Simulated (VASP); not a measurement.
Runs of VASP 6.6.1 on Ca. The structure is that of space group I4/mmm (No. 139), or close to it. The cells are those of the table. 

```csv
cell,further INCAR settings,gap on the mesh (eV),pressure (GPa)
"a = 3.754 Å, angles 112.2, 112.2, 104.2°, 1 atom",ALGO = Fast; EDIFF = 1e-06; NBANDS = 11,none,0.7
"a = 3.816 Å, angles 111.4, 111.4, 105.6°, 1 atom",ALGO = Fast; EDIFF = 1e-07; NBANDS = 11,none,-0.2
"a = 3.943 Å, angles 108.1, 108.1, 112.3°, 1 atom",ALGO = Fast; EDIFF = 1e-06; NBANDS = 11,none,-1.6
"a = 3.883 Å, angles 106.8, 106.8, 115.0°, 1 atom",ALGO = Fast; EDIFF = 1e-07; NBANDS = 11,none,(a)
"a = 3.847 Å, angles 108.0, 108.0, 112.4°, 1 atom",ALGO = Fast; EDIFF = 1e-07; NBANDS = 11,none,-0.6
"a = 3.817 Å, angles 107.4, 107.4, 113.7°, 1 atom",ALGO = Fast; EDIFF = 1e-06; NBANDS = 11,none,-0.2
"a = 3.752 Å, angles 108.0, 108.0, 112.4°, 1 atom",ALGO = Fast; EDIFF = 1e-06; NBANDS = 11,none,0.7
```

Alike in all rows: task single point; level PBE; potentials or basis VASP PAW PBE potentials, release 64 (Ca_sv); no spin polarisation; k mesh 16 × 16 × 16; cutoff (eV) 520; smearing gaussian 0.15 eV.

Problem. Fill in the values left out.

Solution. (a) -0.9.

A gap of «none» marks levels without a gap at the run's occupations.
